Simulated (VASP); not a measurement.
## Rh: relaxation of cell and atoms with LDA

Crystal: Rh.

```xyz
1
Lattice="0.0000 1.8979 1.8979 1.8979 0.0000 1.8979 1.8979 1.8979 0.0000" Properties=species:S:1:pos:R:3 pbc="T T T"
Rh    0.0000    0.0000    0.0000
```

```
Program                : VASP 6.6.1
Task                   : relaxation of cell and atoms
Functional             : LDA
Potentials or basis    : VASP PAW LDA potentials, release 64 (Rh_pv)
Cutoff                 : 600 eV
k mesh                 : 24 × 24 × 24
Occupations            : fermi-dirac, width 0.05 eV
Spin                   : no spin polarisation
Dipole correction      : no
Further INCAR settings : ALGO = Normal; EDIFF = 1e-06; IBRION = 2; EDIFFG = -0.002; NSW = 100; ISIF = 3
```

The relaxed volume is 13.26 Å³/atom and the relaxed cell is a = 2.657 Å, b = 2.657 Å, c = 2.657 Å, α = 60.00°, β = 60.00°, γ = 60.00°. The space group after relaxing (to 0.1 Å) is Fm-3m (No. 225), the energy gained by relaxing is 12.0 meV/atom and the ionic steps are 12. The pressure after relaxing is 0.0 GPa and the band gap on the k mesh is zero (an odd number of electrons rules out a gap without spin polarisation).

The path:
```tsv
step	energy change (eV)	largest force (eV/Å)	pressure (GPa)	volume (Å³)
1	0.0000	0.0000	-9.04	13.67
2	0.0864	0.0000	32.54	12.20
3	-0.0120	0.0000	-0.37	13.27
4	-0.0120	0.0000	-0.05	13.26
5	-0.0120	0.0000	0.17	13.25
6	-0.0120	0.0000	-0.22	13.27
7	-0.0120	0.0000	-0.04	13.26
8	-0.0120	0.0000	0.08	13.25
9	-0.0120	0.0000	0.05	13.25
10	-0.0120	0.0000	0.06	13.26
11	-0.0120	0.0000	-0.03	13.26
12	-0.0120	0.0000	0.01	13.26
```

Final structure:
```
CELL_PARAMETERS angstrom
0.00000 1.87847 1.87847
1.87847 0.00000 1.87847
1.87847 1.87847 0.00000
ATOMIC_POSITIONS crystal
Rh 0.00000 0.00000 0.00000
```

Levels at points of the mesh, in eV from the Fermi level:
| k point | band 5 | band 6 | band 7 | band 8 | band 9 | band 10 |
| --- | --- | --- | --- | --- | --- | --- |
| (0.00, 0.00, 0.00) | -3.29 | -3.29 | -3.29 | -1.04 | -1.04 | 15.92 |
| (0.50, 0.00, 0.00) | -3.36 | -3.36 | 0.62 | 0.62 | 0.66 | 8.97 |
| (0.50, 0.50, 0.00) | -6.32 | 0.61 | 1.06 | 1.06 | 3.25 | 12.72 |

Run time: 3.2 min on 1 thread of AMD EPYC 9R45 96-Core Processor (Zen 5), with other jobs on the host, peak memory 0.18 GiB.

LDA usually gives volumes a few per cent too small. Zero-point motion and thermal expansion aren't in these numbers.
